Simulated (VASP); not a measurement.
Here is a VASP 6.6.1 calculation.

Contents of INCAR:

```
PREC = Accurate ; ENCUT = 600
EDIFF = 1E-6 ; ISMEAR = -1
SIGMA = 0.1 ; LREAL = F
LASPH = T ; NELM = 60
ALGO = Normal ; ISIF = 3
LWAVE = F ; LCHARG = F
GGA = PE ; IBRION = 2
NSW = 60 ; EDIFFG = -0.005
```

KPOINTS

```
regular mesh
0
Gamma
  14 14 14
```

Contents of POSCAR:

```
AlRu
1.0
    0.0000000000      2.5359338295      2.5359338295
    2.5359338295      0.0000000000      2.5359338295
    2.5359338295      2.5359338295      0.0000000000
Ru Al
1 1
Direct
    0.0000000000      0.0000000000      0.0000000000
    0.5000000000      0.5000000000      0.5000000000
```

Potentials or basis: VASP PAW PBE potentials, release 64 (Ru_pv, Al).

The run is started by

```bash
$ cat potpaw_PBE.64/Ru_pv/POTCAR potpaw_PBE.64/Al/POTCAR > POTCAR
$ mpirun -np 1 vasp_std > vasp.out
```

(1) Estimate the relaxed volume.

(2) Predict the relaxed cell.

## Answers

(1) 15.49 Å³/atom.

(2) a = 3.525 Å, b = 3.525 Å, c = 3.525 Å, α = 60.00°, β = 60.00°, γ = 60.00°.
